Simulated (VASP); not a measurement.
# In3SbAs2 (P3m1) in VASP: a series of runs

The runs below take In3SbAs2 through single point, relaxation of cell and atoms, with PBE.

Program: VASP 6.6.1. These are calculated values, not measurements. Logs are shortened: lines on timing, memory, paths and dates and some standing lists are left out, and cuts for length are marked.

## (1) The cell of the first run

It takes space group P3m1 (No. 156, trigonal). Conventional cell: a = 4.175 Å, b = 4.175 Å, c = 10.226 Å, α = 90.00°, β = 90.00°, γ = 120.00°. In (site symmetry 3m) has 3 As at 2.56 Å and 1 Sb at 2.56 Å within 3.4 Å. In (site symmetry 3m) has 4 As at 2.56 Å within 3.4 Å. In (site symmetry 3m) has 3 Sb at 2.56 Å and 1 As at 2.56 Å within 3.4 Å. Within 3.4 Å of Sb (site symmetry 3m) lie 4 In at 2.56 Å. Within 3.4 Å of As (site symmetry 3m) lie 4 In at 2.56 Å. Within 3.4 Å of As (site symmetry 3m) lie 4 In at 2.56 Å.

## (2) Single point, PBE

File INCAR:

```
PREC = Accurate ; ENCUT = 520
EDIFF = 1E-6 ; ISMEAR = 0
SIGMA = 0.1 ; LREAL = F
LASPH = T ; NELM = 60
ALGO = Normal ; ISIF = 2
LWAVE = F ; LCHARG = F
GGA = PE ; NBANDS = 36
```

File KPOINTS:

```
Automatic mesh
0
Gamma
  6 6 2
```

File POSCAR:

```
In3SbAs2
1.0
    4.1748599700      0.0000000000      0.0000000000
   -2.0874299800      3.6155347900      0.0000000000
    0.0000000000      0.0000000000     10.2262766700
In Sb As
3 1 2
Direct
    0.0000000000      0.0000000000      0.0000000000
    0.3333333300      0.6666666700      0.6666666700
    0.6666666700      0.3333333300      0.3333333300
    0.0000000000      0.0000000000      0.2500000000
    0.3333333300      0.6666666700      0.9166666700
    0.6666666700      0.3333333300      0.5833333300
```

Potentials or basis: VASP PAW PBE potentials, release 64 (In_d, Sb, As).

Launch:

```sh
$ cat potpaw_PBE.64/In_d/POTCAR potpaw_PBE.64/Sb/POTCAR potpaw_PBE.64/As/POTCAR > POTCAR
$ mpirun -np 1 vasp_std > vasp.out
```

OUTCAR:

```text
PREC = Accurate
   ENCUT = 520
   EDIFF = 1E-6
   ISMEAR = 0
   LREAL = F
   LASPH = T
   NELM = 60
   ISIF = 2
   GGA = PE

 ion  position               nearest neighbor table
   1  0.000  0.000  0.000-   5 2.56   4 2.56   5 2.56   5 2.56
   2  0.333  0.667  0.667-   5 2.56   6 2.56   6 2.56   6 2.56
   3  0.667  0.333  0.333-   4 2.56   6 2.56   4 2.56   4 2.56
   4  0.000  0.000  0.250-   3 2.56   1 2.56   3 2.56   3 2.56
   5  0.333  0.667  0.917-   1 2.56   2 2.56   1 2.56   1 2.56
   6  0.667  0.333  0.583-   3 2.56   2 2.56   2 2.56   2 2.56

  LATTYP: Found a hexagonal cell.
 ALAT       =     4.1748599700
 C/A-ratio  =     2.4494897418

  Lattice vectors:

 A1 = (   4.1748599700,   0.0000000000,   0.0000000000)
 A2 = (  -2.0874299800,   3.6155347900,   0.0000000000)
 A3 = (   0.0000000000,   0.0000000000,  10.2262766700)

Analysis of symmetry for initial positions (statically):
=====================================================================
 Subroutine PRICEL returns:
 Original cell was already a primitive cell.

 Routine SETGRP: Setting up the symmetry group for a
 hexagonal supercell.

 Subroutine GETGRP returns: Found  6 space group operations
 (whereof  6 operations were pure point group operations)
 out of a pool of 24 trial point group operations.

The static configuration has the point symmetry C_3v.

Analysis of symmetry for dynamics (positions and initial velocities):
=====================================================================
 Subroutine PRICEL returns:
 Original cell was already a primitive cell.

 Routine SETGRP: Setting up the symmetry group for a
 hexagonal supercell.

 Subroutine GETGRP returns: Found  6 space group operations
 (whereof  6 operations were pure point group operations)
 out of a pool of 24 trial point group operations.

The dynamic configuration has the point symmetry C_3v.

 Subroutine INISYM returns: Found  6 space group operations
 (whereof  6 operations are pure point group operations),
 and found     1 'primitive' translations

----------------------------------------------------------------------------------------

                                     Primitive cell
[... 86 lines left out ...]
   ENCUT  =  520.0 eV  38.22 Ry    6.18 a.u.   7.76  7.76 19.01*2*pi/ulx,y,z
   NELM   =     60;   NELMIN=  2; NELMDL= -5     # of ELM steps
   EDIFF  = 0.1E-05   stopping-criterion for ELM
   LREAL  =      F    real-space projection
   EDIFFG = 0.1E-04   stopping-criterion for IOM
   NSW    =      0    number of steps for IOM
   IBRION =     -1    ionic relax: 0-MD 1-quasi-New 2-CG
   NFREE  =      0    steps in history (QN), initial steepest desc. (CG)
   ISIF   =      2    stress and relaxation
   ISYM   =      2    0-nonsym 1-usesym 2-fastsym
   POTIM  = 0.5000    time-step for ionic-motion
   TEBEG  =    0.0;   TEEND  =   0.0 temperature during run
   PSTRESS=    0.0 pullay stress
   NELECT =      54.0000    total number of electrons
   NUPDOWN=      -1.0000    fix difference up-down
   EMIN   =  10.00;   EMAX   =-10.00  energy-range for DOS
   EFERMI =   0.00;   METHOD = LEGACY
   ISMEAR =     0;   SIGMA  =   0.10  broadening in eV -4-tet -1-fermi 0-gaus
   EFERMI_NEDOS =   21; number of points for ismear=-14 and -15
   IALGO  =     38    algorithm
   IMIX   =      4    mixing-type and parameters
     AMIX     =   0.40;   BMIX     =  1.00
     AMIX_MAG =   1.60;   BMIX_MAG =  1.00
  volume/ion in A,a.u.               =      25.73       173.61
  Fermi-wavevector in a.u.,A,eV,Ry     =   1.153530  2.179855 18.104328  1.330631
  Thomas-Fermi vector in A             =   2.290173
   LORBIT       =      0    0 simple, 1 ext, 2 COOP (PROOUT), +10 PAW based schemes
   GGA     = PE    functional components
   LHFCALC =     F    Hartree Fock is set to
   AEXX    =    0.0000 exact exchange contribution
   IVDW    =     0    specifies the selected vdW correction
   LEPSILON=     F    determine dielectric tensor
   LRPA    =     F    only Hartree local field effects (RPA)
 non-spin polarized calculation
 Gauss-broadening in eV      SIGMA  =   0.10
  energy-cutoff  :      520.00
  volume of cell :      154.36
 maximum number of plane-waves:      4209
 NGX is ok and might be reduce to    32
   NGX = 15   NGY = 15   NGZ = 39

 number of electron      54.0000001 magnetization

 Free energy of the ion-electron system (eV)
  ---------------------------------------------------
  ext. energy  EPLUGINS =         0.00000000
  ---------------------------------------------------
  free energy    TOTEN  =       -20.52045073 eV

  energy without entropy =      -20.52001006  energy(sigma->0) =      -20.52023039

 E-fermi :   6.5707     XC(G=0):  -9.5878

 val. band max:        6.4319495647   @ k =   0.0000   0.0000   0.0000
 cond. band min:       6.6865229226   @ k =   0.0000   0.0000   0.0000
 fundamental gap:      0.2545733578
 Fermi energy:         6.5707431706

 k-point     1 :       0.0000    0.0000    0.0000
  band No.  band energies     occupation
      1      -8.7536      2.00000
      2      -8.7037      2.00000
      3      -8.7037      2.00000
      4      -8.6313      2.00000
      5      -8.5098      2.00000
      6      -8.5098      2.00000
[... 535 lines left out ...]
     35      12.0176      0.00000
     36      12.4299      0.00000

------------------------ aborting loop because EDIFF is reached ----------------------------------------

  FORCE on cell =-STRESS in cart. coord.  units (eV):
  Direction    XX          YY          ZZ          XY          YZ          ZX
  --------------------------------------------------------------------------------------
  -------------------------------------------------------------------------------------
  Total       15.8312322     15.8312321     15.4234475      0.0000000      0.0000000     -0.0000000
  in kB      164.3210887    164.3210886    160.0884666      0.0000002      0.0000000     -0.0000000
  external PRESSURE =     162.9102146 kB  Pullay stress =       0.0000000 kB

 VOLUME and BASIS-vectors are now :
 -----------------------------------------------------------------------------
  energy-cutoff  :      520.00
  volume of cell :      154.36
      direct lattice vectors                 reciprocal lattice vectors
     4.174859970  0.000000000  0.000000000     0.239528992  0.138292128  0.000000000
    -2.087429980  3.615534790  0.000000000     0.000000000  0.276584256  0.000000000
     0.000000000  0.000000000 10.226276670     0.000000000  0.000000000  0.097787302

 POSITION                                       TOTAL-FORCE (eV/Angst)
 -----------------------------------------------------------------------------------
      0.00000      0.00000      0.00000        -0.000000     -0.000000     -1.583257
     -0.00000      2.41036      6.81752         0.000000     -0.000000      0.022592
      2.08743      1.20518      3.40876        -0.000000      0.000000      1.556440
      0.00000      0.00000      2.55657        -0.000000      0.000000      0.114707
     -0.00000      2.41036      9.37409         0.000000     -0.000000     -0.172897
      2.08743      1.20518      5.96533        -0.000000     -0.000000      0.062414
 -----------------------------------------------------------------------------------
    total drift:                               -0.000001      0.000001     -0.000061

  FREE ENERGIE OF THE ION-ELECTRON SYSTEM (eV)
  ---------------------------------------------------
  free  energy   TOTEN  =       -20.5204507285 eV

  energy  without entropy=      -20.5200100595  energy(sigma->0) =      -20.52023039
```

It took 34 s on 1 thread of Intel Xeon 6975P-C (Granite Rapids), shared host; peak memory 0.3 GiB.

What came out:

```yaml
Free_energy: -20.5205 eV
Pressure: 16.3 GPa
Largest_force: 1.583 eV/Å
Band_gap_on_the_k_mesh: 0.25 eV
```

Forces in eV/Å, atoms in the order of the input:
```
In   0.000  0.000 -1.583
In   0.000  0.000  0.023
In   0.000  0.000  1.556
Sb   0.000  0.000  0.115
As   0.000  0.000 -0.173
As   0.000  0.000  0.062
```

Caveat: the cell stands under pressure; spin-orbit coupling is left out, which moves the levels of the heavy elements; forces of over 1 eV/Å act on the atoms, so gaps and moduli don't describe the material at rest.

## (3) Single point, PBE

This run uses another cell than the first one, of 31.77 Å³/atom.

File INCAR:

```
PREC = Accurate
ENCUT = 520
EDIFF = 1E-6
ISMEAR = 0
SIGMA = 0.1
LREAL = F
LASPH = T
NELM = 80
ALGO = Normal
ISIF = 2
LWAVE = F
LCHARG = T
GGA = PE
LELF = T
LVHAR = T
NBANDS = 36
```

File KPOINTS:

```
regular mesh
0
Gamma
  6 6 2
```

File POSCAR:

```
In3SbAs2
1.0
    4.4842621988     -0.0000000031      0.0000000000
   -2.2421310967      3.8834849830      0.0000000000
    0.0000000000      0.0000000000     10.9468863440
In Sb As
3 1 2
Direct
    0.0000000000      0.0000000000     -0.0126884062
    0.3333333333      0.6666666667      0.6660378961
    0.6666666667      0.3333333333      0.3466695586
    0.0000000000      0.0000000000      0.2483930792
    0.3333333333      0.6666666667      0.9112701969
    0.6666666667      0.3333333333      0.5903176753
```

Potentials or basis: VASP PAW PBE potentials, release 64 (In_d, Sb, As).

Launch:

```sh
$ cat potpaw_PBE.64/In_d/POTCAR potpaw_PBE.64/Sb/POTCAR potpaw_PBE.64/As/POTCAR > POTCAR
$ mpirun -np 1 vasp_std > vasp.out
```

Wall time 61 s (1 thread of Intel Xeon 6975P-C (Granite Rapids), shared host); peak memory 0.36 GiB.

The run converged. Its results:

```yaml
Free_energy: -22.2420 eV
Pressure: 0.2 GPa
Largest_force: 0.027 eV/Å
Band_gap_on_the_k_mesh: zero (filled and empty bands touch)
```

Forces in eV/Å, atoms in the order of the input:
```
In   0.000  0.000 -0.011
In   0.000  0.000  0.023
In   0.000  0.000  0.002
Sb   0.000  0.000  0.019
As   0.000  0.000 -0.027
As   0.000  0.000 -0.006
```

Stress tensor (GPa, compression positive):
```
0.08 0.00 0.00
0.00 0.08 0.00
0.00 0.00 0.30
```

Levels at points of the mesh, in eV from the Fermi level:
| k point | band 24 | band 25 | band 26 | band 27 | band 28 | band 29 | band 30 | band 31 |
| --- | --- | --- | --- | --- | --- | --- | --- | --- |
| (0.00, 0.00, 0.00) | -0.91 | -0.91 | -0.28 | -0.01 | -0.01 | 0.17 | 1.19 | 3.29 |
| (0.50, 0.00, 0.00) | -2.31 | -2.20 | -1.69 | -1.24 | 1.24 | 1.50 | 1.52 | 1.88 |
| (0.00, 0.00, 0.50) | -0.79 | -0.79 | -0.11 | -0.11 | 0.14 | 0.35 | 1.42 | 3.41 |
| (0.50, 0.00, 0.50) | -2.30 | -1.97 | -1.14 | -1.04 | 0.40 | 1.43 | 1.82 | 2.60 |

Caveat: semilocal functionals underestimate gaps, so a narrow gap can read as zero; spin-orbit coupling is left out, which moves the levels of the heavy elements.

(Part 1 of 2 ends here.)
